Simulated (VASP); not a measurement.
# AlCu6 (P4mm) in VASP: relaxation of cell and atoms with PBE

Aim: the relaxation of cell and atoms of AlCu6 with PBE.

All numbers are computed with VASP 6.6.1; they aren't measurements. Logs are shortened: lines on timing, memory, paths and dates and some standing lists are left out, and cuts for length are marked.

### 1 The cell of the first run

The structure is tetragonal, space group P4mm (No. 99). Conventional cell: a = 4.639 Å, b = 4.639 Å, c = 5.187 Å, α = 90.00°, β = 90.00°, γ = 90.00°. Within 3.2 Å of Al (site symmetry 4mm) lie 8 Cu at 2.40 to 2.86 Å. Within 2.9 Å of Cu (site symmetry m) lie 6 Cu at 2.22 to 2.42 Å and 1 Al at 2.86 Å. Within 3.2 Å of Cu (site symmetry 2mm) lie 2 Al at 2.40 Å and 4 Cu at 2.41 Å.

### 2 Relaxation of cell and atoms, PBE

Input file INCAR:

```
SYSTEM = AlCu6
ALGO = Normal
EDIFF = 1E-7
EDIFFG = -0.08
ENCUT = 600
GGA = PE
IBRION = 2
ISIF = 3
ISMEAR = 0
LASPH = .True.
LCHARG = .False.
LREAL = .False.
LWAVE = .False.
NELM = 80
NSW = 36
PREC = Accurate
SIGMA = 0.2
```

Input file KPOINTS:

```
k-points
0
Gamma
  4 4 3
  0 0 0
```

Input file POSCAR:

```
AlCu6
1.0
    4.6386801100      0.0000000000      0.0000000000
    0.0000000000      4.6386801100      0.0000000000
    0.0000000000      0.0000000000      5.1869284500
Al Cu
1 6
Direct
    0.5000000000      0.5000000000      0.2266202600
    0.7390632600      0.7390632600      0.7653110800
    0.2609367400      0.2609367400      0.7653110800
    0.2609367400      0.7390632600      0.7653110800
    0.7390632600      0.2609367400      0.7653110800
    0.5000000000      0.0000000000      0.1061823400
    0.0000000000      0.5000000000      0.1061823400
```

Potentials or basis: VASP PAW PBE potentials, release 64 (Al, Cu).

On the command line:

```
$ cat potpaw_PBE.64/Al/POTCAR potpaw_PBE.64/Cu/POTCAR > POTCAR
$ mpirun -np 1 vasp_std > vasp.out
```

OUTCAR:

```text
SYSTEM = AlCu6
   EDIFF = 1E-7
   EDIFFG = -0.08
   ENCUT = 600
   GGA = PE
   IBRION = 2
   ISIF = 3
   ISMEAR = 0
   LASPH = .True.
   LREAL = .False.
   NELM = 80
   NSW = 36
   PREC = Accurate

 ion  position               nearest neighbor table
   1  0.500  0.500  0.227-   6 2.40   7 2.40   6 2.40   7 2.40   2 2.86   3 2.86   4 2.86   5 2.86

   2  0.739  0.739  0.765-   4 2.22   5 2.22   6 2.41   7 2.41   4 2.42   5 2.42   1 2.86
   3  0.261  0.261  0.765-   4 2.22   5 2.22   6 2.41   7 2.41   4 2.42   5 2.42   1 2.86
   4  0.261  0.739  0.765-   2 2.22   3 2.22   6 2.41   7 2.41   3 2.42   2 2.42   1 2.86
   5  0.739  0.261  0.765-   2 2.22   3 2.22   6 2.41   7 2.41   3 2.42   2 2.42   1 2.86
   6  0.500  0.000  0.106-   1 2.40   1 2.40   3 2.41   4 2.41   5 2.41   2 2.41
   7  0.000  0.500  0.106-   1 2.40   1 2.40   3 2.41   4 2.41   5 2.41   2 2.41

  LATTYP: Found a simple tetragonal cell.
 ALAT       =     4.6386801100
 C/A-ratio  =     1.1181905902

  Lattice vectors:

 A1 = (   4.6386801100,   0.0000000000,   0.0000000000)
 A2 = (   0.0000000000,   4.6386801100,   0.0000000000)
 A3 = (   0.0000000000,   0.0000000000,   5.1869284500)

Analysis of symmetry for initial positions (statically):
=====================================================================
 Subroutine PRICEL returns:
 Original cell was already a primitive cell.

 Routine SETGRP: Setting up the symmetry group for a
 simple tetragonal supercell.

 Subroutine GETGRP returns: Found  8 space group operations
 (whereof  8 operations were pure point group operations)
 out of a pool of 16 trial point group operations.

The static configuration has the point symmetry C_4v.

Analysis of symmetry for dynamics (positions and initial velocities):
=====================================================================
 Subroutine PRICEL returns:
 Original cell was already a primitive cell.

 Routine SETGRP: Setting up the symmetry group for a
 simple tetragonal supercell.

 Subroutine GETGRP returns: Found  8 space group operations
 (whereof  8 operations were pure point group operations)
 out of a pool of 16 trial point group operations.

The dynamic configuration has the point symmetry C_4v.

 Subroutine INISYM returns: Found  8 space group operations
 (whereof  8 operations are pure point group operations),
 and found     1 'primitive' translations

----------------------------------------------------------------------------------------

                                     Primitive cell

  volume of cell :     111.6090

  direct lattice vectors                    reciprocal lattice vectors
     4.638680110  0.000000000  0.000000000     0.215578565  0.000000000  0.000000000
     0.000000000  4.638680110  0.000000000     0.000000000  0.215578565  0.000000000
     0.000000000  0.000000000  5.186928450     0.000000000  0.000000000  0.192792326

  length of vectors
     4.638680110  4.638680110  5.186928450     0.215578565  0.215578565  0.192792326

  position of ions in fractional coordinates (direct lattice)
     0.500000000  0.500000000  0.226620260
     0.739063260  0.739063260  0.765311080
     0.260936740  0.260936740  0.765311080
     0.260936740  0.739063260  0.765311080
     0.739063260  0.260936740  0.765311080
     0.500000000  0.000000000  0.106182340
     0.000000000  0.500000000  0.106182340

  ion indices of the primitive-cell ions
   primitive index   ion index
                 1           1
                 2           2
                 3           3
                 4           4
                 5           5
                 6           6
                 7           7

----------------------------------------------------------------------------------------

 KPOINTS: k-points

Automatic generation of k-mesh.
 Grid dimensions read from file:
 generate k-points for:    4    4    3

 Generating k-lattice:

  Cartesian coordinates                     Fractional coordinates (reciprocal lattice)
     0.053894641  0.000000000  0.000000000     0.250000000  0.000000000  0.000000000
     0.000000000  0.053894641  0.000000000     0.000000000  0.250000000  0.000000000
     0.000000000  0.000000000  0.064264109     0.000000000  0.000000000  0.333333333

  Length of vectors
     0.053894641  0.053894641  0.064264109

  Shift w.r.t. Gamma in fractional coordinates (k-lattice)
     0.000000000  0.000000000  0.000000000

 Subroutine IBZKPT returns following result:
 ===========================================

 Found     12 irreducible k-points:

 Following reciprocal coordinates:
            Coordinates               Weight
  0.000000  0.000000  0.000000      1.000000
  0.250000  0.000000  0.000000      4.000000
  0.500000  0.000000  0.000000      2.000000
  0.250000  0.250000  0.000000      4.000000
  0.500000  0.250000  0.000000      4.000000
  0.500000  0.500000  0.000000      1.000000
  0.000000  0.000000  0.333333      2.000000
  0.250000  0.000000  0.333333      8.000000
  0.500000  0.000000  0.333333      4.000000
  0.250000  0.250000  0.333333      8.000000
  0.500000  0.250000  0.333333      8.000000
  0.500000  0.500000  0.333333      2.000000
   k-points           NKPTS =     12   k-points in BZ     NKDIM =     12   number of bands    NBANDS=     41
   number of dos      NEDOS =    301   number of ions     NIONS =      7
   total plane-waves  NPLWV =  67200
   dimension x,y,z NGX =    40 NGY =   40 NGZ =   42
   dimension x,y,z NGXF=    80 NGYF=   80 NGZF=   84
   ions per type =               1   6
   NGX,Y,Z   is equivalent  to a cutoff of  14.34, 14.34, 13.46 a.u.
   NGXF,Y,Z  is equivalent  to a cutoff of  28.67, 28.67, 26.92 a.u.
 SYSTEM =  AlCu6
   PREC   = accura    normal or accurate (medium, high low for compatibility)
   ISTART =      0    job   : 0-new  1-cont  2-samecut
   ICHARG =      2    charge: 1-file 2-atom 10-const
   ISPIN  =      1    spin polarized calculation?
   LNONCOLLINEAR =      F non collinear calculations
   LSORBIT =      F    spin-orbit coupling
   LASPH  =      T    aspherical Exc in radial PAW
   ENCUT  =  600.0 eV  44.10 Ry    6.64 a.u.   9.26  9.26 10.36*2*pi/ulx,y,z
   NELM   =     80;   NELMIN=  2; NELMDL= -5     # of ELM steps
   EDIFF  = 0.1E-06   stopping-criterion for ELM
   LREAL  =      F    real-space projection
   EDIFFG = -.8E-01   stopping-criterion for IOM
   NSW    =     36    number of steps for IOM
   IBRION =      2    ionic relax: 0-MD 1-quasi-New 2-CG
   NFREE  =      1    steps in history (QN), initial steepest desc. (CG)
   ISIF   =      3    stress and relaxation
   ISYM   =      2    0-nonsym 1-usesym 2-fastsym
   POTIM  = 0.5000    time-step for ionic-motion
   TEBEG  =    0.0;   TEEND  =   0.0 temperature during run
   PSTRESS=    0.0 pullay stress
   NELECT =      69.0000    total number of electrons
   NUPDOWN=      -1.0000    fix difference up-down
   EMIN   =  10.00;   EMAX   =-10.00  energy-range for DOS
   EFERMI =   0.00;   METHOD = LEGACY
   ISMEAR =     0;   SIGMA  =   0.20  broadening in eV -4-tet -1-fermi 0-gaus
   EFERMI_NEDOS =   21; number of points for ismear=-14 and -15
   IALGO  =     38    algorithm
   IMIX   =      4    mixing-type and parameters
     AMIX     =   0.40;   BMIX     =  1.00
     AMIX_MAG =   1.60;   BMIX_MAG =  1.00
  volume/ion in A,a.u.               =      15.94       107.60
  Fermi-wavevector in a.u.,A,eV,Ry     =   1.394627  2.635463 26.463131  1.944985
  Thomas-Fermi vector in A             =   2.518158
   LORBIT       =      0    0 simple, 1 ext, 2 COOP (PROOUT), +10 PAW based schemes
   GGA     = PE    functional components
   LHFCALC =     F    Hartree Fock is set to
   AEXX    =    0.0000 exact exchange contribution
   IVDW    =     0    specifies the selected vdW correction
   LEPSILON=     F    determine dielectric tensor
   LRPA    =     F    only Hartree local field effects (RPA)
 conjugate gradient relaxation of ions
 non-spin polarized calculation
 Gauss-broadening in eV      SIGMA  =   0.20
  energy-cutoff  :      600.00
  volume of cell :      111.61
 maximum number of plane-waves:      3769
 NGX is ok and might be reduce to    40
   NGX = 19   NGY = 19   NGZ = 21

--------------------------------------- Ionic step        1  -------------------------------------------

 number of electron      69.0000058 magnetization

 Free energy of the ion-electron system (eV)
  ---------------------------------------------------
  ext. energy  EPLUGINS =         0.00000000
  ---------------------------------------------------
  free energy    TOTEN  =       -22.15801422 eV

  energy without entropy =      -22.08366320  energy(sigma->0) =      -22.12083871

------------------------ aborting loop because EDIFF is reached ----------------------------------------

  FORCE on cell =-STRESS in cart. coord.  units (eV):
  Direction    XX          YY          ZZ          XY          YZ          ZX
  --------------------------------------------------------------------------------------
  -------------------------------------------------------------------------------------
  Total        8.2431979      8.2431979     -0.8808353      0.0000000      0.0000000      0.0000000
  in kB      118.3333621    118.3333621    -12.6446313      0.0000000      0.0000000      0.0000000
  external PRESSURE =      74.6740310 kB  Pullay stress =       0.0000000 kB
[... 67 lines left out ...]
  energy  without entropy=      -22.6664366706  energy(sigma->0) =      -22.71316091

--------------------------------------- Ionic step        3  -------------------------------------------

 number of electron      68.9999986 magnetization

 E-fermi :   4.2910     XC(G=0): -10.3029

 val. band max:        4.2671953586   @ k =   0.2500   0.2500   0.0000
 cond. band min:       4.3132654464   @ k =   0.0000   0.0000   0.3333
 fundamental gap:      0.0460700878
 Fermi energy:         4.2909948438

 k-point     1 :       0.0000    0.0000    0.0000
  band No.  band energies     occupation
      1      -3.8537      2.00000
      2      -0.7105      2.00000
      3       0.1744      2.00000
      4       0.2970      2.00000
      5       0.2970      2.00000
      6       0.4155      2.00000
[... 551 lines left out ...]
  FREE ENERGIE OF THE ION-ELECTRON SYSTEM (eV)
  ---------------------------------------------------
  free  energy   TOTEN  =       -22.7782421633 eV

  energy  without entropy=      -22.6847714663  energy(sigma->0) =      -22.73150681

[... ionic steps 4 to 20 ...]

--------------------------------------- Ionic step       21  -------------------------------------------

 number of electron      68.9999994 magnetization

------------------------ aborting loop because EDIFF is reached ----------------------------------------

  FORCE on cell =-STRESS in cart. coord.  units (eV):
  Direction    XX          YY          ZZ          XY          YZ          ZX
  --------------------------------------------------------------------------------------
  -------------------------------------------------------------------------------------
  Total       -0.0809887     -0.0809887      1.2076752      0.0000000     -0.0000000      0.0000000
  in kB       -1.3924709     -1.3924709     20.7640374      0.0000000     -0.0000000      0.0000000
  external PRESSURE =       5.9930319 kB  Pullay stress =       0.0000000 kB
[... 67 lines left out ...]
  energy  without entropy=      -25.8815012050  energy(sigma->0) =      -25.89160335

--------------------------------------- Ionic step       23  -------------------------------------------

 number of electron      69.0000028 magnetization

 Free energy of the ion-electron system (eV)
  ---------------------------------------------------
  ext. energy  EPLUGINS =         0.00000000
  ---------------------------------------------------
  free energy    TOTEN  =       -25.90873589 eV

  energy without entropy =      -25.88722393  energy(sigma->0) =      -25.89797991

 E-fermi :   6.8313     XC(G=0): -11.7664

 val. band max:        6.7349567326   @ k =   0.5000   0.0000   0.0000
 cond. band min:       6.9597132117   @ k =   0.5000   0.5000   0.3333
 fundamental gap:      0.2247564791
 Fermi energy:         6.8313314035

 k-point     1 :       0.0000    0.0000    0.0000
  band No.  band energies     occupation
      1      -2.7896      2.00000
      2       1.4808      2.00000
      3       1.9008      2.00000
      4       1.9008      2.00000
      5       2.4494      2.00000
      6       2.5821      2.00000
[... 551 lines left out ...]
  FREE ENERGIE OF THE ION-ELECTRON SYSTEM (eV)
  ---------------------------------------------------
  free  energy   TOTEN  =       -25.9087358884 eV

  energy  without entropy=      -25.8872239320  energy(sigma->0) =      -25.89797991

 reached required accuracy - stopping structural energy minimisation
```

Wall time 19 min (1 thread of Intel Xeon Platinum 8559C (Emerald Rapids), shared host); peak memory 0.28 GiB.

What came out:

```
Free energy                            : -25.9087 eV
Relaxed volume                         : 13.40 Å³/atom
Relaxed cell                           : a = 5.136 Å, b = 5.136 Å, c = 3.556 Å, α = 90.00°, β = 90.00°, γ = 90.00°
Space group after relaxing (to 0.05 Å) : P4/mmm (No. 123)
Energy gained by relaxing              : 535.8 meV/atom
Ionic steps                            : 23
Pressure after relaxing                : -0.1 GPa
Largest force after relaxing           : 0.076 eV/Å
```

Forces in eV/Å, atoms in the order of the input:
```
Al   0.000  0.000  0.076
Cu  -0.006 -0.006  0.018
Cu   0.006  0.006  0.018
Cu   0.006 -0.006  0.018
Cu  -0.006  0.006  0.018
Cu   0.000  0.000 -0.073
Cu   0.000  0.000 -0.073
```

The path:
```csv
step,energy change (eV),largest force (eV/Å),pressure (GPa),volume (Å³)
1,0.0000,1.7648,7.47,111.61
2,-0.6019,0.4060,-5.75,123.89
3,-0.6202,0.5134,-4.06,121.65
4,-1.0048,0.6313,-4.04,116.71
5,-1.8618,1.4587,-1.00,105.74
6,-1.8979,3.4184,24.95,83.16
7,-2.2827,2.6293,7.75,94.67
8,-2.2859,3.0088,12.64,90.55
9,-2.3494,2.9533,12.74,90.07
10,-2.5018,2.7623,13.52,88.58
11,-2.5870,2.1997,16.88,85.42
12,-2.7649,1.9693,13.94,86.58
13,-3.1515,1.4797,6.78,90.12
14,-3.3884,1.1513,-3.57,97.48
15,-3.3914,1.1824,-2.74,96.73
16,-3.4307,1.1579,-2.46,96.36
17,-3.5342,1.0683,-1.51,95.24
18,-3.6639,0.8069,0.84,93.04
19,-3.4930,1.0437,8.56,88.71
20,-3.6813,0.6617,2.09,92.13
21,-3.7253,0.3444,0.60,93.19
22,-3.7437,0.1324,-0.85,94.39
23,-3.7507,0.0763,-0.08,93.78
```

Final structure:
```
Al Cu
1.0
     5.13567    0.00000    0.00000
     0.00000    5.13567    0.00000
     0.00000    0.00000    3.55576
Al Cu
1 6
Direct
  0.50000 0.50000 0.21083
  0.75647 0.75647 0.71398
  0.24353 0.24353 0.71398
  0.24353 0.75647 0.71398
  0.75647 0.24353 0.71398
  0.50000 0.00000 0.21674
  0.00000 0.50000 0.21674
```

Levels at points of the mesh, in eV from the Fermi level:
| k point | band 32 | band 33 | band 34 | band 35 | band 36 | band 37 |
| --- | --- | --- | --- | --- | --- | --- |
| (0.00, 0.00, 0.00) | -1.67 | -1.19 | -0.78 | -0.78 | 1.60 | 1.84 |
| (0.50, 0.00, 0.00) | -1.90 | -0.88 | -0.63 | -0.10 | 0.60 | 3.27 |
| (0.50, 0.50, 0.00) | -2.08 | -1.70 | -1.64 | 4.31 | 4.52 | 5.35 |

Caveat: the k points lie up to 0.59 Å⁻¹ apart in the final cell; the volume moved by over 15 % at a fixed basis, so the end points are rough; the relaxation stopped at a loose force limit of 0.08 eV/Å, so its end isn't a converged minimum.
